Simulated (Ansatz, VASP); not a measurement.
FePt5 in VASP and in Ansatz

```
CELL_PARAMETERS angstrom
2.76593 0.00000 0.00000
0.00000 2.76593 0.00000
0.00000 0.00000 11.84925
ATOMIC_POSITIONS crystal
Fe 0.00000 0.00000 0.00000
Pt 0.00000 0.00000 0.32870
Pt 0.00000 0.00000 0.67130
Pt 0.50000 0.50000 0.50000
Pt 0.50000 0.50000 0.15260
Pt 0.50000 0.50000 0.84740
```

Alike in both runs: task single point; functional PBE; k mesh 6 × 6 × 2; occupations gaussian, width 0.1 eV; collinear spin.

|  | VASP | Ansatz |
| --- | --- | --- |
| version | VASP 6.6.1 | Ansatz 0.2.0 |
| potentials or method | VASP PAW PBE potentials, release 64 (Fe, Pt), cutoff 520 eV | scalar-relativistic, plane waves, PAW |
| valence electrons in the cell | 58 | 106 |

VASP gave:

| Quantity | Value |
| --- | --- |
| gap on the k mesh at the Fermi level (eV) | none |
| pressure (GPa) | -1.4 |
| traceless stress, the component that is largest in VASP (GPa) | -0.43 |
| rms of the force components (eV/Å) | 0.023 |
| net moment per atom (μB) | 0.51 |
| size of the moment on the site where the two differ most (μB) | 2.95 |

**Question.** What did Ansatz give for the same quantities?

**Answer.** gap on the k mesh at the Fermi level (eV): none; pressure (GPa): -0.9; traceless stress, the component that is largest in VASP (GPa): -0.45; rms of the force components (eV/Å): 0.028; net moment per atom (μB): 0.51; size of the moment on the site where the two differ most (μB): 2.99.

Site moments also hang on the region over which each program counts them. Atom by atom the forces differ by 0.005 eV/Å (rms over components). A gap of «none» marks a metal or a gap that the smearing closes. VASP's potentials hold 58 valence electrons a cell and Ansatz's 106, so a difference there can come from the potentials and not from the codes.

The k mesh is coarse, so the values compare programs but aren't converged. Neither program's run includes spin-orbit coupling.
